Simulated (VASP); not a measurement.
# CdTe (I-4m2) in VASP: further runs

The runs below take CdTe through single point, with r2SCAN.

Everything below comes from runs of VASP 6.6.1. Logs are shortened: lines on timing, memory, paths and dates and some standing lists are left out, and cuts for length are marked.

## Step 1: The cell of the first run

Symmetry: I-4m2, No. 119, tetragonal system. The conventional cell has a = 4.497 Å, b = 4.497 Å, c = 6.752 Å, α = 90.00°, β = 90.00°, γ = 90.00°. Within 3.7 Å of Cd (site symmetry -4m2) lie 4 Te at 2.81 Å. Within 3.7 Å of Te (site symmetry -4m2) lie 4 Cd at 2.81 Å.

## Step 2: Single point, r2SCAN (strain -0.030 along x and y, +0.030 along z)

POSCAR

```
CdTe
1.0
    0.0000000000      3.1795597148      3.3762335116
    3.1795597148      0.0000000000      3.3762335116
    3.1795597148      3.1795597148      0.0000000000
Cd Te
1 1
Direct
    0.0000000000      0.0000000000      0.0000000000
    0.7500000000      0.7500000000      0.7500000000
```

INCAR.step1

```
SYSTEM = CdTe
PREC = Accurate
ENCUT = 520
ISMEAR = 0
SIGMA = 0.05
LREAL = .False.
LASPH = .True.
NELM = 80
NBANDS = 16
GGA = PE
ALGO = Normal
EDIFF = 1E-4
LWAVE = .True.
LCHARG = .False.
```

INCAR.step2

```
SYSTEM = CdTe
PREC = Accurate
ENCUT = 520
EDIFF = 1E-6
ISMEAR = 0
SIGMA = 0.05
LREAL = .False.
LASPH = .True.
NELM = 80
ALGO = Normal
ISIF = 2
LWAVE = .False.
LCHARG = .False.
METAGGA = R2SCAN
LMIXTAU = .True.
NBANDS = 16
ISTART = 1
```

KPOINTS

```
Automatic mesh
0
Gamma
  8 8 8
  0 0 0
```

Potentials or basis: VASP PAW PBE potentials, release 64 (Cd, Te).

The run is started by

```
cat potpaw_PBE.64/Cd/POTCAR potpaw_PBE.64/Te/POTCAR > POTCAR
cp INCAR.step1 INCAR
mpirun -np 1 vasp_std > vasp.out
cp INCAR.step2 INCAR
mpirun -np 1 vasp_std > vasp.out
```

OUTCAR:

```text
SYSTEM = CdTe
   PREC = Accurate
   ENCUT = 520
   EDIFF = 1E-6
   ISMEAR = 0
   LREAL = .False.
   LASPH = .True.
   NELM = 80
   ISIF = 2
   METAGGA = R2SCAN
   ISTART = 1

 ion  position               nearest neighbor table
   1  0.000  0.000  0.000-   2 2.81   2 2.81   2 2.81   2 2.81
   2  0.750  0.750  0.750-   1 2.81   1 2.81   1 2.81   1 2.81

  LATTYP: Found a body centered tetragonal cell.
 ALAT       =     4.4965764710
 C/A-ratio  =     1.5016906899

  Lattice vectors:

 A1 = (  -3.1795597148,   0.0000000000,   3.3762335116)
 A2 = (   3.1795597148,   0.0000000000,   3.3762335116)
 A3 = (   0.0000000000,   3.1795597148,  -3.3762335116)

Analysis of symmetry for initial positions (statically):
=====================================================================
 Subroutine PRICEL returns:
 Original cell was already a primitive cell.

 Routine SETGRP: Setting up the symmetry group for a
 body centered tetragonal supercell.

 Subroutine GETGRP returns: Found  8 space group operations
 (whereof  8 operations were pure point group operations)
 out of a pool of 16 trial point group operations.

The static configuration has the point symmetry D_2d.

Analysis of symmetry for dynamics (positions and initial velocities):
=====================================================================
 Subroutine PRICEL returns:
 Original cell was already a primitive cell.

 Routine SETGRP: Setting up the symmetry group for a
 body centered tetragonal supercell.

 Subroutine GETGRP returns: Found  8 space group operations
 (whereof  8 operations were pure point group operations)
 out of a pool of 16 trial point group operations.

The dynamic configuration has the point symmetry D_2d.

 Subroutine INISYM returns: Found  8 space group operations
 (whereof  8 operations are pure point group operations),
 and found     1 'primitive' translations

----------------------------------------------------------------------------------------

                                     Primitive cell

  volume of cell :      68.2647

  direct lattice vectors                    reciprocal lattice vectors
     0.000000000  3.179559715  3.376233512    -0.157254477  0.157254477  0.148094022
     3.179559715  0.000000000  3.376233512     0.157254477 -0.157254477  0.148094022
     3.179559715  3.179559715  0.000000000     0.157254477  0.157254477 -0.148094022

  length of vectors
     4.637731418  4.637731418  4.496576471     0.267188661  0.267188661  0.267188661

  position of ions in fractional coordinates (direct lattice)
     0.000000000  0.000000000  0.000000000
     0.750000000  0.750000000  0.750000000

  ion indices of the primitive-cell ions
   primitive index   ion index
                 1           1
                 2           2

----------------------------------------------------------------------------------------

 KPOINTS: Automatic mesh

Automatic generation of k-mesh.
 Grid dimensions read from file:
 generate k-points for:    8    8    8

 Generating k-lattice:

  Cartesian coordinates                     Fractional coordinates (reciprocal lattice)
    -0.019656810  0.019656810  0.018511753     0.125000000 -0.000000000  0.000000000
     0.019656810 -0.019656810  0.018511753    -0.000000000  0.125000000  0.000000000
     0.019656810  0.019656810 -0.018511753     0.000000000  0.000000000  0.125000000

  Length of vectors
     0.033398583  0.033398583  0.033398583

  Shift w.r.t. Gamma in fractional coordinates (k-lattice)
     0.000000000  0.000000000  0.000000000

 Subroutine IBZKPT returns following result:
 ===========================================

 Found     59 irreducible k-points:

 Following reciprocal coordinates:
            Coordinates               Weight
  0.000000  0.000000  0.000000      1.000000
  0.125000  0.000000  0.000000      8.000000
  0.250000  0.000000  0.000000      8.000000
  0.375000  0.000000  0.000000      8.000000
  0.500000  0.000000  0.000000      4.000000
  0.125000  0.125000  0.000000      2.000000
[... 16 lines left out ...]
  0.250000  0.000000  0.125000     16.000000
  0.375000  0.000000  0.125000     16.000000
 [... further k-points ...]
   k-points           NKPTS =     59   k-points in BZ     NKDIM =     59   number of bands    NBANDS=     16
   number of dos      NEDOS =    301   number of ions     NIONS =      2
   total plane-waves  NPLWV =  46656
   dimension x,y,z NGX =    36 NGY =   36 NGZ =   36
   dimension x,y,z NGXF=    72 NGYF=   72 NGZF=   72
   ions per type =               1   1
   NGX,Y,Z   is equivalent  to a cutoff of  12.90, 12.90, 13.31 a.u.
   NGXF,Y,Z  is equivalent  to a cutoff of  25.81, 25.81, 26.62 a.u.
 SYSTEM =  CdTe
   PREC   = accura    normal or accurate (medium, high low for compatibility)
   ISTART =      1    job   : 0-new  1-cont  2-samecut
   ICHARG =      0    charge: 1-file 2-atom 10-const
   ISPIN  =      1    spin polarized calculation?
   LNONCOLLINEAR =      F non collinear calculations
   LSORBIT =      F    spin-orbit coupling
   LASPH  =      T    aspherical Exc in radial PAW
   ENCUT  =  520.0 eV  38.22 Ry    6.18 a.u.   8.62  8.62  8.36*2*pi/ulx,y,z
   NELM   =     80;   NELMIN=  2; NELMDL=  0     # of ELM steps
   EDIFF  = 0.1E-05   stopping-criterion for ELM
   LREAL  =      F    real-space projection
   EDIFFG = 0.1E-04   stopping-criterion for IOM
   NSW    =      0    number of steps for IOM
   IBRION =     -1    ionic relax: 0-MD 1-quasi-New 2-CG
   NFREE  =      0    steps in history (QN), initial steepest desc. (CG)
   ISIF   =      2    stress and relaxation
   ISYM   =      2    0-nonsym 1-usesym 2-fastsym
   POTIM  = 0.5000    time-step for ionic-motion
   TEBEG  =    0.0;   TEEND  =   0.0 temperature during run
   PSTRESS=    0.0 pullay stress
   NELECT =      18.0000    total number of electrons
   NUPDOWN=      -1.0000    fix difference up-down
   EMIN   =  10.00;   EMAX   =-10.00  energy-range for DOS
   EFERMI =   0.00;   METHOD = LEGACY
   ISMEAR =     0;   SIGMA  =   0.05  broadening in eV -4-tet -1-fermi 0-gaus
   EFERMI_NEDOS =   21; number of points for ismear=-14 and -15
   IALGO  =     38    algorithm
   IMIX   =      4    mixing-type and parameters
     AMIX     =   0.40;   BMIX     =  1.00
     AMIX_MAG =   1.60;   BMIX_MAG =  1.00
  volume/ion in A,a.u.               =      34.13       230.34
  Fermi-wavevector in a.u.,A,eV,Ry     =   1.049785  1.983805 14.994268  1.102048
  Thomas-Fermi vector in A             =   2.184761
   LORBIT       =      0    0 simple, 1 ext, 2 COOP (PROOUT), +10 PAW based schemes
   METAGGA = R2SCAN    functional components
   LHFCALC =     F    Hartree Fock is set to
   AEXX    =    0.0000 exact exchange contribution
   IVDW    =     0    specifies the selected vdW correction
   LEPSILON=     F    determine dielectric tensor
   LRPA    =     F    only Hartree local field effects (RPA)
 non-spin polarized calculation
 Gauss-broadening in eV      SIGMA  =   0.05
  energy-cutoff  :      520.00
  volume of cell :       68.26
 maximum number of plane-waves:      1861
 NGX is ok and might be reduce to    36
   NGX = 17   NGY = 17   NGZ = 17

 number of electron      17.9999999 magnetization

 Free energy of the ion-electron system (eV)
  ---------------------------------------------------
  ext. energy  EPLUGINS =         0.00000000
  ---------------------------------------------------
  free energy    TOTEN  =       -46.62527920 eV

  energy without entropy =      -46.62527920  energy(sigma->0) =      -46.62527920

 E-fermi :   2.3539     XC(G=0):  -9.0922

 val. band max:        2.1437185184   @ k =   0.0000   0.0000   0.0000
 cond. band min:       3.3193128432   @ k =   0.0000   0.0000   0.0000
 fundamental gap:      1.1755943248
 Fermi energy:         2.3538966530

 k-point     1 :       0.0000    0.0000    0.0000
  band No.  band energies     occupation
      1      -9.4322      2.00000
      2      -6.4870      2.00000
      3      -6.4702      2.00000
      4      -6.4702      2.00000
      5      -6.1989      2.00000
      6      -6.1929      2.00000
[... 8 lines left out ...]
     15      11.3915      0.00000
     16      12.0994      0.00000

 k-point     2 :       0.1250    0.0000    0.0000
  band No.  band energies     occupation
      1      -9.3717      2.00000
      2      -6.4714      2.00000
      3      -6.4585      2.00000
      4      -6.4259      2.00000
      5      -6.1981      2.00000
      6      -6.1947      2.00000
[... 8 lines left out ...]
     15      10.9674      0.00000
     16      11.4784      0.00000

 k-point     3 :       0.2500    0.0000    0.0000
  band No.  band energies     occupation
      1      -9.2255      2.00000
      2      -6.4452      2.00000
      3      -6.4319      2.00000
      4      -6.2690      2.00000
      5      -6.1971      2.00000
      6      -6.1891      2.00000
[... 8 lines left out ...]
     15      11.0947      0.00000
     16      11.1383      0.00000

 k-point     4 :       0.3750    0.0000    0.0000
  band No.  band energies     occupation
      1      -9.0812      2.00000
      2      -6.4243      2.00000
      3      -6.4085      2.00000
      4      -6.1957      2.00000
      5      -6.1893      2.00000
      6      -5.9921      2.00000
[... 8 lines left out ...]
     15      11.7700      0.00000
     16      11.9950      0.00000
[... 324 lines left out ...]
 k-point    22 :       0.1250    0.0000    0.1250
  band No.  band energies     occupation
      1      -9.3492      2.00000
      2      -6.4651      2.00000
      3      -6.4466      2.00000
      4      -6.4213      2.00000
      5      -6.1990      2.00000
      6      -6.1916      2.00000
[... 8 lines left out ...]
     15      11.2156      0.00000
     16      11.7210      0.00000

 k-point    23 :       0.2500    0.0000    0.1250
  band No.  band energies     occupation
      1      -9.2304      2.00000
      2      -6.4408      2.00000
      3      -6.4220      2.00000
      4      -6.3155      2.00000
      5      -6.1961      2.00000
      6      -6.1787      2.00000
[... 8 lines left out ...]
     15      11.5226      0.00000
     16      12.1431      0.00000

 k-point    24 :       0.3750    0.0000    0.1250
  band No.  band energies     occupation
      1      -9.0868      2.00000
      2      -6.4179      2.00000
      3      -6.3979      2.00000
      4      -6.2269      2.00000
      5      -6.1852      2.00000
      6      -6.0265      2.00000
[... 8 lines left out ...]
     15      11.7904      0.00000
     16      12.5266      0.00000

 [... further k-points ...]

------------------------ aborting loop because EDIFF is reached ----------------------------------------

  FORCE on cell =-STRESS in cart. coord.  units (eV):
  Direction    XX          YY          ZZ          XY          YZ          ZX
  --------------------------------------------------------------------------------------
  -------------------------------------------------------------------------------------
  Total        0.7791063      0.7791063      0.3130335      0.0000000      0.0000000      0.0000000
  in kB       18.2856680     18.2856680      7.3469144      0.0000000      0.0000000      0.0000000
  external PRESSURE =      14.6394168 kB  Pullay stress =       0.0000000 kB

 VOLUME and BASIS-vectors are now :
 -----------------------------------------------------------------------------
  energy-cutoff  :      520.00
  volume of cell :       68.26
      direct lattice vectors                 reciprocal lattice vectors
     0.000000000  3.179559715  3.376233512    -0.157254477  0.157254477  0.148094022
     3.179559715  0.000000000  3.376233512     0.157254477 -0.157254477  0.148094022
     3.179559715  3.179559715  0.000000000     0.157254477  0.157254477 -0.148094022

 POSITION                                       TOTAL-FORCE (eV/Angst)
 -----------------------------------------------------------------------------------
      0.00000      0.00000      0.00000        -0.000000     -0.000000     -0.000000
      4.76934      4.76934      5.06435         0.000000      0.000000      0.000000
 -----------------------------------------------------------------------------------
    total drift:                                0.000002      0.000002      0.000002

  FREE ENERGIE OF THE ION-ELECTRON SYSTEM (eV)
  ---------------------------------------------------
  free  energy   TOTEN  =       -46.6252791953 eV

  energy  without entropy=      -46.6252791953  energy(sigma->0) =      -46.62527920
```

Run time: 6 min. Hardware: 1 thread of Intel Xeon 8259CL, shared host; peak memory 0.26 GiB.

Results:

- Free energy: -46.6253 eV
- Pressure: 1.5 GPa
- Band gap on the k mesh: 1.18 eV

Stress tensor (GPa, compression positive):
```
1.83 0.00 0.00
0.00 1.83 0.00
0.00 0.00 0.73
```

Caveat: the cell differs from its parent crystal (strain -0.030 along x and y, +0.030 along z); the PAW data sets were made with another functional, which shifts forces and pressure a little; spin-orbit coupling is left out, which moves the levels of the heavy elements.

## Step 3: Single point, r2SCAN (strain +0.000 along x and y, -0.030 along z)

POSCAR

```
CdTe
1.0
    0.0000000000      3.2778966132      3.1795597148
    3.2778966132      0.0000000000      3.1795597148
    3.2778966132      3.2778966132      0.0000000000
Cd Te
1 1
Direct
    0.0000000000      0.0000000000      0.0000000000
    0.7500000000      0.7500000000      0.7500000000
```

INCAR.step1

```
PREC = Accurate ; ENCUT = 520
ISMEAR = 0 ; SIGMA = 0.05
LREAL = F ; LASPH = T
NELM = 80 ; NBANDS = 16
GGA = PE ; ALGO = Normal
EDIFF = 1E-4 ; LWAVE = T
LCHARG = F
```

INCAR.step2

```
PREC = Accurate ; ENCUT = 520
EDIFF = 1E-7 ; ISMEAR = 0
SIGMA = 0.05 ; LREAL = F
LASPH = T ; NELM = 80
ALGO = Normal ; ISIF = 2
LWAVE = F ; LCHARG = T
METAGGA = R2SCAN ; LMIXTAU = T
LELF = T ; LVHAR = T
NBANDS = 16 ; ISTART = 1
```

KPOINTS

```
Automatic mesh
0
Gamma
  8 8 8
```

Potentials or basis: VASP PAW PBE potentials, release 64 (Cd, Te).

The run is started by

```
cat potpaw_PBE.64/Cd/POTCAR potpaw_PBE.64/Te/POTCAR > POTCAR
cp INCAR.step1 INCAR
mpirun -np 1 vasp_std > vasp.out
cp INCAR.step2 INCAR
mpirun -np 1 vasp_std > vasp.out
```

OUTCAR:

```text
PREC = Accurate
   ENCUT = 520
   EDIFF = 1E-7
   ISMEAR = 0
   LREAL = F
   LASPH = T
   NELM = 80
   ISIF = 2
   METAGGA = R2SCAN
   ISTART = 1

 ion  position               nearest neighbor table
   1  0.000  0.000  0.000-   2 2.81   2 2.81   2 2.81   2 2.81
   2  0.750  0.750  0.750-   1 2.81   1 2.81   1 2.81   1 2.81

  LATTYP: Found a body centered tetragonal cell.
 ALAT       =     4.6356458464
 C/A-ratio  =     1.3717871555

  Lattice vectors:

[... 641 lines left out ...]

 [... further k-points ...]

------------------------ aborting loop because EDIFF is reached ----------------------------------------

  FORCE on cell =-STRESS in cart. coord.  units (eV):
  Direction    XX          YY          ZZ          XY          YZ          ZX
  --------------------------------------------------------------------------------------
  -------------------------------------------------------------------------------------
  Total        0.5567995      0.5567995      0.7475469      0.0000000      0.0000000      0.0000000
  in kB       13.0563537     13.0563537     17.5291785      0.0000000      0.0000000      0.0000000
  external PRESSURE =      14.5472953 kB  Pullay stress =       0.0000000 kB

 VOLUME and BASIS-vectors are now :
 -----------------------------------------------------------------------------
  energy-cutoff  :      520.00
  volume of cell :       68.33
      direct lattice vectors                 reciprocal lattice vectors
     0.000000000  3.277896613  3.179559715    -0.152536843  0.152536843  0.157254477
     3.277896613  0.000000000  3.179559715     0.152536843 -0.152536843  0.157254477
     3.277896613  3.277896613  0.000000000     0.152536843  0.152536843 -0.157254477

 POSITION                                       TOTAL-FORCE (eV/Angst)
 -----------------------------------------------------------------------------------
      0.00000      0.00000      0.00000        -0.000000     -0.000000     -0.000000
      4.91684      4.91684      4.76934         0.000000      0.000000      0.000000
 -----------------------------------------------------------------------------------
    total drift:                                0.000001      0.000001      0.000001

  FREE ENERGIE OF THE ION-ELECTRON SYSTEM (eV)
  ---------------------------------------------------
  free  energy   TOTEN  =       -46.6327628037 eV

  energy  without entropy=      -46.6327628037  energy(sigma->0) =      -46.63276280
```

OSZICAR.step1:

```text
N       E                     dE             d eps       ncg     rms          rms(c)
DAV:   1     0.102303218896E+03    0.10230E+03   -0.83326E+03  1888   0.978E+02
DAV:   2    -0.135497350280E+01   -0.10366E+03   -0.99093E+02  2232   0.237E+02
DAV:   3    -0.497304645020E+01   -0.36181E+01   -0.36127E+01  2344   0.464E+01
DAV:   4    -0.500761606378E+01   -0.34570E-01   -0.34568E-01  2832   0.391E+00
DAV:   5    -0.500769123781E+01   -0.75174E-04   -0.75174E-04  2432   0.177E-01    0.557E+00
DAV:   6    -0.479212802278E+01    0.21556E+00   -0.37186E-01  2288   0.730E+00    0.455E+00
DAV:   7    -0.477667455650E+01    0.15453E-01   -0.10788E-01  2296   0.212E+00    0.173E+00
DAV:   8    -0.477756102118E+01   -0.88646E-03   -0.10784E-02  2072   0.118E+00    0.471E-01
DAV:   9    -0.477787611572E+01   -0.31509E-03   -0.96052E-04  2360   0.328E-01    0.109E-01
DAV:  10    -0.477793097369E+01   -0.54858E-04   -0.10423E-04  1904   0.102E-01
   1 F= -.47779310E+01 E0= -.47779310E+01  d E =-.190261E-15
```

Run time: 6.7 min. Hardware: 1 thread of Intel Xeon 8259CL, shared host; peak memory 0.26 GiB.

What came out:

```yaml
Free_energy: -46.6328 eV
Pressure: 1.5 GPa
Band_gap_on_the_k_mesh: 1.19 eV
```

Caveat: the cell differs from its parent crystal (strain +0.000 along x and y, -0.030 along z); the PAW data sets were made with another functional, which shifts forces and pressure a little; spin-orbit coupling is left out, which moves the levels of the heavy elements.
